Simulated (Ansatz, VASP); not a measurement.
**One calculation of Pd, two programs**

Contents of INCAR:

```
PREC     = Accurate       # precision mode
ENCUT    = 520            # plane-wave cutoff, eV
EDIFF    = 1E-7           # SCF threshold, eV
ISMEAR   = 0              # smearing method
SIGMA    = 0.15           # smearing width, eV
LREAL    = F              # projectors in reciprocal space
LASPH    = T              # aspherical terms in the spheres
NELM     = 60             # most SCF steps
ALGO     = Fast           # electronic algorithm
ISIF     = 2              # what is computed and relaxed
LWAVE    = F              # write WAVECAR
LCHARG   = T              # write CHGCAR
GGA      = PS             # functional
LELF     = T              # ELF
LVHAR    = T            
NBANDS   = 11             # bands
```

The input KPOINTS:

```
Automatic mesh
0
Gamma
  20 20 20
```

The input POSCAR:

```
Pd
1.0
    0.0850893750      1.9449000000      1.9449000000
    1.9449000000      0.0850893750      1.9449000000
    2.0299893750      2.0299893750      0.0000000000
Pd
1
Direct
    0.0000000000      0.0000000000      0.0000000000
```

Input for Ansatz:

```yaml
crystal:
  lattice:
    - [0.085089375, 1.9449, 1.9449]
    - [1.9449, 0.085089375, 1.9449]
    - [2.029989375, 2.029989375, 0.0]
  atoms:
    - { symbol: Pd, position: [0.0, 0.0, 0.0] }
basis:
  ecutwfc: 420
kpoints:
  mp_grid: { grid: [20, 20, 20] }
hamiltonian:
  xc: pbesol
scf:
  occupations: { method: gaussian, width: 0.15 }
output:
  forces: true
  stress: true
  eigenvalues: true
```

Change from the starting cell: strain +0.0875 x Voigt [0, 0, 0, 0, 0, 1], atoms carried along.

Alike in both runs: task single point; functional PBEsol; k mesh 20 × 20 × 20; occupations gaussian, width 0.15 eV; no spin polarisation.

```csv
,VASP,Ansatz
version,VASP 6.6.1,Ansatz 0.2.0
potentials or method,"VASP PAW PBE potentials, release 64 (Pd), cutoff 520 eV","scalar-relativistic, plane waves, PAW"
valence electrons in the cell,10,18
```

```tsv
	VASP	Ansatz	Ansatz less VASP
gap on the k mesh at the Fermi level (eV)	none	none	-
pressure (GPa)	-0.9	-0.6	+0.33
traceless stress, the component that is largest in VASP (GPa)	-7.47	-7.53	-0.058
```

VASP's potentials were made for PBE, not for PBEsol. A gap of «none» marks a metal or a gap that the smearing closes. The functional is the same, so the differences come from potentials, cutoffs and numerics. VASP's potentials hold 10 valence electrons a cell and Ansatz's 18, so a difference there can come from the potentials and not from the codes.
